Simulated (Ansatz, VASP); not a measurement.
Two plane-wave programs on TlI3

```xyz
4
Lattice="13.1000 0.0000 0.0000 0.0000 13.7400 0.0000 0.0000 0.0000 9.0000" Properties=species:S:1:pos:R:3 pbc="T T T"
Tl    5.8680    6.8693    4.5000
I     8.6038    6.8694    4.5014
I     4.5000    9.2386    4.5014
I     4.5000    4.5000    4.5014
```

Alike in both runs: task single point; functional PBE; k mesh 1 × 1 × 1; occupations gaussian, width 0.01 eV; no spin polarisation.

|  | VASP | Ansatz |
| --- | --- | --- |
| version | VASP 6.6.1 | Ansatz 0.2.0 |
| potentials or method | VASP PAW PBE potentials, release 64 (Tl_d, I), cutoff 520 eV | scalar-relativistic, plane waves, PAW |
| valence electrons in the cell | 34 | 64 |

```tsv
	VASP	Ansatz	Ansatz less VASP
gap on the k mesh at the Fermi level (eV)	2.07	2.06	-0.005
rms of the force components (eV/Å)	0.003	0.004	+0.0019
```

Atom by atom the forces differ by 0.002 eV/Å (rms over components). VASP's potentials hold 34 valence electrons a cell and Ansatz's 64, so a difference there can come from the potentials and not from the codes. Ansatz's warnings: structure snapped to symmetry.

Spin-orbit coupling is off throughout.
